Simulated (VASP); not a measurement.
# ScPt (Pm-3m) in VASP: a series of runs

Runs on ScPt. Level: LDA. Tasks: vibrations by perturbation theory.

Program: VASP 6.6.1. These are calculated values, not measurements. Logs are shortened: lines on timing, memory, paths and dates and some standing lists are left out, and cuts for length are marked.

### Step 1. The cell of the first run

The structure is cubic, space group Pm-3m (No. 221). Conventional cell: a = 3.230 Å, b = 3.230 Å, c = 3.230 Å, α = 90.00°, β = 90.00°, γ = 90.00°. Within 3.7 Å of Sc (site symmetry m-3m) lie 8 Pt at 2.80 Å and 6 Sc at 3.23 Å. Pt (site symmetry m-3m) has 8 Sc at 2.80 Å and 6 Pt at 3.23 Å within 3.7 Å.

### Step 2. Vibrations by perturbation theory, LDA

The input, INCAR:

```
PREC = Accurate
ENCUT = 520
EDIFF = 1E-8
ISMEAR = -1
SIGMA = 0.15
LREAL = False
LASPH = True
NELM = 80
ALGO = Normal
ISIF = 2
LWAVE = False
LCHARG = False
GGA = CA
IBRION = 8
NSW = 1
```

The input, KPOINTS:

```
Automatic mesh
0
Gamma
  14 14 14
```

The input, POSCAR:

```
ScPt
1.0
    3.2296165305      0.0000000000      0.0000000000
    0.0000000000      3.2296165305      0.0000000000
    0.0000000000      0.0000000000      3.2296165305
Sc Pt
1 1
Direct
    0.5000000000      0.5000000000      0.5000000000
    0.0000000000      0.0000000000      0.0000000000
```

Potentials or basis: VASP PAW LDA potentials, release 64 (Sc_sv, Pt).

Command:

```sh
> cat potpaw_LDA.64/Sc_sv/POTCAR potpaw_LDA.64/Pt/POTCAR > POTCAR
> mpirun -np 1 vasp_std > vasp.out
```

OUTCAR:

```text
PREC = Accurate
   ENCUT = 520
   EDIFF = 1E-8
   ISMEAR = -1
   LREAL = False
   LASPH = True
   NELM = 80
   ISIF = 2
   GGA = CA
   IBRION = 8
   NSW = 1

 ion  position               nearest neighbor table
   1  0.500  0.500  0.500-   2 2.80   2 2.80   2 2.80   2 2.80   2 2.80   2 2.80   2 2.80   2 2.80

   2  0.000  0.000  0.000-   1 2.80   1 2.80   1 2.80   1 2.80   1 2.80   1 2.80   1 2.80   1 2.80

  LATTYP: Found a simple cubic cell.
 ALAT       =     3.2296165305

  Lattice vectors:

 A1 = (   3.2296165305,   0.0000000000,   0.0000000000)
 A2 = (   0.0000000000,   3.2296165305,   0.0000000000)
 A3 = (   0.0000000000,   0.0000000000,   3.2296165305)

Analysis of symmetry for initial positions (statically):
=====================================================================
 Subroutine PRICEL returns:
 Original cell was already a primitive cell.

 Routine SETGRP: Setting up the symmetry group for a
 simple cubic supercell.

 Subroutine GETGRP returns: Found 48 space group operations
 (whereof 48 operations were pure point group operations)
 out of a pool of 48 trial point group operations.

The static configuration has the point symmetry O_h .

Analysis of symmetry for dynamics (positions and initial velocities):
=====================================================================
 Subroutine PRICEL returns:
 Original cell was already a primitive cell.

 Routine SETGRP: Setting up the symmetry group for a
 simple cubic supercell.

 Subroutine GETGRP returns: Found 48 space group operations
 (whereof 48 operations were pure point group operations)
 out of a pool of 48 trial point group operations.

The dynamic configuration has the point symmetry O_h .

 Subroutine INISYM returns: Found 48 space group operations
 (whereof 48 operations are pure point group operations),
 and found     1 'primitive' translations

----------------------------------------------------------------------------------------

                                     Primitive cell

  volume of cell :      33.6863

  direct lattice vectors                    reciprocal lattice vectors
     3.229616530  0.000000000  0.000000000     0.309634283  0.000000000  0.000000000
     0.000000000  3.229616530  0.000000000     0.000000000  0.309634283  0.000000000
     0.000000000  0.000000000  3.229616530     0.000000000  0.000000000  0.309634283

  length of vectors
     3.229616530  3.229616530  3.229616530     0.309634283  0.309634283  0.309634283

  position of ions in fractional coordinates (direct lattice)
     0.500000000  0.500000000  0.500000000
     0.000000000  0.000000000  0.000000000

  ion indices of the primitive-cell ions
   primitive index   ion index
                 1           1
                 2           2

----------------------------------------------------------------------------------------

 KPOINTS: Automatic mesh

Automatic generation of k-mesh.
 Grid dimensions read from file:
 generate k-points for:   14   14   14

 Generating k-lattice:

  Cartesian coordinates                     Fractional coordinates (reciprocal lattice)
     0.022116735  0.000000000  0.000000000     0.071428571  0.000000000  0.000000000
     0.000000000  0.022116735  0.000000000     0.000000000  0.071428571  0.000000000
     0.000000000  0.000000000  0.022116735     0.000000000  0.000000000  0.071428571

  Length of vectors
     0.022116735  0.022116735  0.022116735

  Shift w.r.t. Gamma in fractional coordinates (k-lattice)
     0.000000000  0.000000000  0.000000000

 Subroutine IBZKPT returns following result:
[... 86 lines left out ...]
--------------------------------------- Ionic step        1  -------------------------------------------

 number of electron      21.0000002 magnetization

 Free energy of the ion-electron system (eV)
  ---------------------------------------------------
  ext. energy  EPLUGINS =         0.00000000
  ---------------------------------------------------
  free energy    TOTEN  =       -16.72810798 eV

  energy without entropy =      -16.63546020  energy(sigma->0) =      -16.68178409

 E-fermi :   8.2781     XC(G=0): -12.4339

 val. band max:        8.2510193613   @ k =   0.4286   0.4286   0.2143
 cond. band min:       8.3121494475   @ k =   0.5000   0.4286   0.0714
 fundamental gap:      0.0611300862
 Fermi energy:         8.2780839538

 k-point     1 :       0.0000    0.0000    0.0000
  band No.  band energies     occupation
      1     -40.7845      2.00000
      2     -19.6566      2.00000
      3     -19.6566      2.00000
      4     -19.6566      2.00000
      5       0.0062      2.00000
      6       2.7996      2.00000
      7       2.7996      2.00000
      8       5.3377      2.00000
      9       5.3377      2.00000
     10       5.3377      2.00000
     11       9.7950      0.00008
     12       9.7950      0.00008
     13      11.9258      0.00000
     14      11.9258      0.00000
[... 377 lines left out ...]
      1     -40.7519      2.00000
      2     -19.8725      2.00000
      3     -19.7439      2.00000
      4     -19.6351      2.00000
      5       2.3382      2.00000
      6       3.5842      2.00000
      7       4.2586      2.00000
      8       4.6935      2.00000
      9       5.1651      2.00000
     10       5.2275      2.00000
     11       8.5824      0.23250
     12       9.1980      0.00433
     13       9.8804      0.00005
     14      10.3984      0.00000

 [... further k-points ...]

------------------------ aborting loop because EDIFF is reached ----------------------------------------

  FORCE on cell =-STRESS in cart. coord.  units (eV):
  Direction    XX          YY          ZZ          XY          YZ          ZX
  --------------------------------------------------------------------------------------
  -------------------------------------------------------------------------------------
  Total        0.1486080      0.1486080      0.1486080     -0.0000000      0.0000000     -0.0000000
  in kB        7.0680550      7.0680550      7.0680550     -0.0000000      0.0000000     -0.0000000
  external PRESSURE =       7.0680550 kB  Pullay stress =       0.0000000 kB

 VOLUME and BASIS-vectors are now :
 -----------------------------------------------------------------------------
  energy-cutoff  :      520.00
  volume of cell :       33.69
      direct lattice vectors                 reciprocal lattice vectors
     3.229616530  0.000000000  0.000000000     0.309634283  0.000000000  0.000000000
     0.000000000  3.229616530  0.000000000     0.000000000  0.309634283  0.000000000
     0.000000000  0.000000000  3.229616530     0.000000000  0.000000000  0.309634283

 POSITION                                       TOTAL-FORCE (eV/Angst)
 -----------------------------------------------------------------------------------
      1.61481      1.61481      1.61481         0.000000      0.000000      0.000000
      0.00000      0.00000      0.00000         0.000000      0.000000      0.000000
 -----------------------------------------------------------------------------------
    total drift:                                0.000000      0.000000     -0.000000

  FREE ENERGIE OF THE ION-ELECTRON SYSTEM (eV)
  ---------------------------------------------------
  free  energy   TOTEN  =       -16.7281079809 eV

  energy  without entropy=      -16.6354602026  energy(sigma->0) =      -16.68178409

[... ionic steps 2 to 3 ...]

--------------------------------------- Ionic step        4  -------------------------------------------

------------------------ aborting loop because EDIFF is reached ----------------------------------------

[... ionic steps 5 to 6 ...]

--------------------------------------- Ionic step        7  -------------------------------------------

 Free energy of the ion-electron system (eV)
  ---------------------------------------------------
  ---------------------------------------------------
  free energy    TOTEN  =        -0.25105661 eV

  energy without entropy =       -0.25105656

------------------------ aborting loop because EDIFF is reached ----------------------------------------

 INTERNAL STRAIN TENSOR  FOR ION    2  DIRECTION 1   (eV/Angst):
 -----------------------------------------------------------------------------
     0.02795 -0.00000 -0.00000
     0.00000 -0.00594 -0.00000
    -0.00000 -0.00000 -0.00594

 INTERNAL STRAIN TENSOR FOR ION    2 for displacements in x,y,z  (eV/Angst):
          X           Y           Z          XY          YZ          ZX
  --------------------------------------------------------------------------------
  x     0.00000     0.00000     0.00000     0.00000     0.00000     0.00000
  y     0.00000     0.00000     0.00000     0.00000     0.00000     0.00000
  z     0.00000     0.00000     0.00000     0.00000     0.00000     0.00000

 SECOND DERIVATIVES (NOT SYMMETRIZED)
 ------------------------------------
               1X          1Y          1Z          2X          2Y          2Z
  1X    -4.204580   -0.000000    0.000000    4.204580    0.000000   -0.000000
  1Y     0.000000   -4.204580    0.000000   -0.000000    4.204580   -0.000000
  1Z     0.000000    0.000000   -4.204580   -0.000000   -0.000000    4.204580
  2X     4.203931   -0.000000   -0.000000   -4.203931    0.000000    0.000000
  2Y    -0.000000    4.203931    0.000000    0.000000   -4.203931   -0.000000
  2Z     0.000000   -0.000000    4.203931   -0.000000    0.000000   -4.203931

 Eigenvectors and eigenvalues of the dynamical matrix
 ----------------------------------------------------

   1 f  =    5.303270 THz    33.321430 2PiTHz  176.898057 cm-1    21.932554 meV
             X         Y         Z           dx          dy          dz
      1.614808  1.614808  1.614808     0.901518    0.000000   -0.000000
      0.000000  0.000000  0.000000    -0.432741    0.000000    0.000000
[... 21 lines left out ...]
   6 f/i=    0.000160 THz     0.001003 2PiTHz    0.005327 cm-1     0.000660 meV
             X         Y         Z           dx          dy          dz
      1.614808  1.614808  1.614808     0.292618    0.279090   -0.154106
      0.000000  0.000000  0.000000     0.609603    0.581420   -0.321044

--------------------------------------------------------------------------------------------------------

 ELASTIC MODULI CONTR FROM IONIC RELAXATION (kBar)
 Direction    XX          YY          ZZ          XY          YZ          ZX
 --------------------------------------------------------------------------------
 XX           0.0000      0.0000      0.0000      0.0000      0.0000      0.0000
 YY           0.0000      0.0000      0.0000      0.0000      0.0000      0.0000
 ZZ           0.0000      0.0000      0.0000      0.0000      0.0000      0.0000
 XY           0.0000      0.0000      0.0000      0.0000      0.0000      0.0000
 YZ           0.0000      0.0000      0.0000      0.0000      0.0000      0.0000
 ZX           0.0000      0.0000      0.0000      0.0000      0.0000      0.0000
 --------------------------------------------------------------------------------
```

Run time: 3.3 min. Hardware: 1 thread of AMD EPYC 9R45 (Zen 5), shared host; peak memory 0.36 GiB.

What came out:

- Highest phonon frequency at Γ: 177 cm⁻¹

Phonon frequencies in cm⁻¹ (negative: imaginary):
```tsv
q point	frequencies
(0.000, 0.000, 0.000)	0 0 0 177 177 177
```

Caveat: spin-orbit coupling is left out, which moves the levels of the heavy elements.

### Step 3. Vibrations by perturbation theory, LDA

INCAR is that of step 2.

KPOINTS is that of step 2.

The input, POSCAR:

```
ScPt
1.0
    3.2296165299      0.0000000000      0.0000000000
    0.0000000000      3.2296165299      0.0000000000
    0.0000000000      0.0000000000      3.2296165299
Sc Pt
1 1
Direct
    0.5000000000      0.5000000000      0.5000000000
    0.0000000000      0.0000000000      0.0000000000
```

Potentials or basis: VASP PAW LDA potentials, release 64 (Sc_sv, Pt).

Command:

```sh
> cat potpaw_LDA.64/Sc_sv/POTCAR potpaw_LDA.64/Pt/POTCAR > POTCAR
> mpirun -np 1 vasp_std > vasp.out
```

OUTCAR:

```text
PREC = Accurate
   ENCUT = 520
   EDIFF = 1E-8
   ISMEAR = -1
   LREAL = False
   LASPH = True
   NELM = 80
   ISIF = 2
   GGA = CA
   IBRION = 8
   NSW = 1

 ion  position               nearest neighbor table
   1  0.500  0.500  0.500-   2 2.80   2 2.80   2 2.80   2 2.80   2 2.80   2 2.80   2 2.80   2 2.80

   2  0.000  0.000  0.000-   1 2.80   1 2.80   1 2.80   1 2.80   1 2.80   1 2.80   1 2.80   1 2.80

  LATTYP: Found a simple cubic cell.
 ALAT       =     3.2296165299

  Lattice vectors:
[... 663 lines left out ...]
               1X          1Y          1Z          2X          2Y          2Z
  1X    -4.205884   -0.000000   -0.000000    4.205884    0.000000    0.000000
  1Y    -0.000000   -4.205884   -0.000000    0.000000    4.205884    0.000000
  1Z    -0.000000   -0.000000   -4.205884    0.000000    0.000000    4.205884
  2X     4.203938    0.000000   -0.000000   -4.203938   -0.000000    0.000000
  2Y     0.000000    4.203938    0.000000   -0.000000   -4.203938   -0.000000
  2Z     0.000000    0.000000    4.203938   -0.000000   -0.000000   -4.203938

 Eigenvectors and eigenvalues of the dynamical matrix
 ----------------------------------------------------

   1 f  =    5.303939 THz    33.325632 2PiTHz  176.920361 cm-1    21.935319 meV
             X         Y         Z           dx          dy          dz
      1.614808  1.614808  1.614808    -0.901544   -0.000594    0.000000
      0.000000  0.000000  0.000000     0.432687    0.000285    0.000000
[... 21 lines left out ...]
   6 f/i=    0.000479 THz     0.003008 2PiTHz    0.015968 cm-1     0.001980 meV
             X         Y         Z           dx          dy          dz
      1.614808  1.614808  1.614808    -0.024265    0.432006   -0.000000
      0.000000  0.000000  0.000000    -0.050559    0.900125    0.000000

--------------------------------------------------------------------------------------------------------

 ELASTIC MODULI CONTR FROM IONIC RELAXATION (kBar)
 Direction    XX          YY          ZZ          XY          YZ          ZX
 --------------------------------------------------------------------------------
 XX           0.0000      0.0000      0.0000      0.0000      0.0000      0.0000
 YY           0.0000      0.0000      0.0000      0.0000      0.0000      0.0000
 ZZ           0.0000      0.0000      0.0000      0.0000      0.0000      0.0000
 XY           0.0000      0.0000      0.0000      0.0000      0.0000      0.0000
 YZ           0.0000      0.0000      0.0000      0.0000      0.0000      0.0000
 ZX           0.0000      0.0000      0.0000      0.0000      0.0000      0.0000
 --------------------------------------------------------------------------------
```

Wall time 2.5 min (1 thread of Intel Xeon 6975P-C (Granite Rapids), shared host); peak memory 0.39 GiB.

Results:

| Item | Value |
| --- | --- |
| Highest phonon frequency at Γ | 177 cm⁻¹ |

Phonon frequencies in cm⁻¹ (negative: imaginary):
| q point | frequencies |
| --- | --- |
| (0.000, 0.000, 0.000) | 0 0 0 177 177 177 |

Caveat: spin-orbit coupling is left out, which moves the levels of the heavy elements.
